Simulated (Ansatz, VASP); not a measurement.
## One calculation of V, two programs

```
CELL_PARAMETERS angstrom
2.12597 0.00000 0.00000
-1.06299 1.84115 0.00000
0.00000 0.00000 3.89697
ATOMIC_POSITIONS crystal
V 0.33333 0.66667 0.25000
V 0.66667 0.33333 0.75000
```

Change from the starting cell: volume scaled by 0.55, LAPW.

Alike in both runs: task single point; functional PBE; k mesh 18 × 18 × 10; occupations fermi-dirac, width 0.1 eV; no spin polarisation.

|  | VASP | Ansatz |
| --- | --- | --- |
| version | VASP 6.6.1 | Ansatz 0.2.0 |
| potentials or method | VASP PAW PBE potentials, release 64 (V_sv), cutoff 520 eV | all-electron LAPW, scalar-relativistic |

Ansatz gave:

- pressure (GPa): 295.5
- traceless stress, the component that is largest in VASP (GPa): -0.20

**Question.** Which values does VASP return?

**Answer.** Pressure (GPa): 303.9; traceless stress, the component that is largest in VASP (GPa): -3.54.

Both programs put the cell under a high pressure, so it lies far from rest at this level. Ansatz ran all-electron here, and VASP with PAW potentials.

Noted on VASP's run: the cell as given lies far from equilibrium.
